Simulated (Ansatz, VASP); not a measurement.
## Fe: VASP beside Ansatz

POSCAR

```
Fe
1.0
   -1.4345540696      1.4345540696      1.4345540696
    1.4345540696     -1.4345540696      1.4345540696
    1.4345540696      1.4345540696     -1.4345540696
Fe
1
Direct
    0.0000000000      0.0000000000      0.0000000000
```

INCAR.step1

```
SYSTEM = Fe
ALGO = Normal
EDIFF = 1E-4
ENCUT = 520
GGA = PE
ISMEAR = 0
ISPIN = 2
LASPH = .TRUE.
LCHARG = .FALSE.
LMAXMIX = 4
LREAL = .FALSE.
LWAVE = .TRUE.
MAGMOM = 2.804
NBANDS = 14
NELM = 150
PREC = Accurate
SIGMA = 0.03
```

INCAR.step2

```
SYSTEM = Fe
ALGO = Normal
EDIFF = 1E-6
ENCUT = 520
ISIF = 2
ISMEAR = 0
ISPIN = 2
ISTART = 1
LASPH = .TRUE.
LCHARG = .FALSE.
LMAXMIX = 4
LMIXTAU = .TRUE.
LORBIT = 11
LREAL = .FALSE.
LWAVE = .FALSE.
MAGMOM = 2.804
METAGGA = R2SCAN
NBANDS = 14
NELM = 150
PREC = Accurate
SIGMA = 0.03
```

Contents of KPOINTS:

```
k-points
0
G
  15 15 15
  0 0 0
```

Input for Ansatz:

```yaml
crystal:
  lattice:
    - [-1.4345540696, 1.4345540696, 1.4345540696]
    - [1.4345540696, -1.4345540696, 1.4345540696]
    - [1.4345540696, 1.4345540696, -1.4345540696]
  atoms:
    - { symbol: Fe, position: [0.0, 0.0, 0.0], spin: 2.804 }
hamiltonian:
  xc: r2scan
  pseudopotentials:
    kind: paw
    azcp:
      Fe: "pseudopotentials/Fe.paw.azcp"
basis:
  ecutwfc: 500
  fft_grid_basis: typed
kpoints:
  mp_grid: { grid: [15, 15, 15], shift: [0, 0, 0] }
magnetization:
  spin_polarized: true
scf:
  occupations: { method: gaussian, width: 0.03 }
  lower_state_search: "off"
output:
  stress: true
```

Alike in both runs: task single point; functional r2SCAN; k mesh 15 × 15 × 15; occupations gaussian, width 0.03 eV; collinear spin.

|  | VASP | Ansatz |
| --- | --- | --- |
| version | VASP 6.6.1 | Ansatz 0.2.0 |
| potentials or method | VASP PAW PBE potentials, release 64 (Fe), cutoff 520 eV | plane waves (500 eV) with PAW, scalar-relativistic |
| valence electrons in the cell | 8 | 16 |

Ansatz gave:

* pressure (GPa): 0.1
* net moment per atom (μB): 2.68
* size of the moment on the site where the two differ most (μB): 2.83

What did VASP give for the same quantities?

Pressure (GPa): -0.4; net moment per atom (μB): 2.68; size of the moment on the site where the two differ most (μB): 2.75.

VASP's potentials were made for PBE, not for r2SCAN. Site moments also hang on the region over which each program counts them. VASP's potentials hold 8 valence electrons a cell and Ansatz's 16, so a difference there can come from the potentials and not from the codes. Ansatz's warnings: stability check not made.
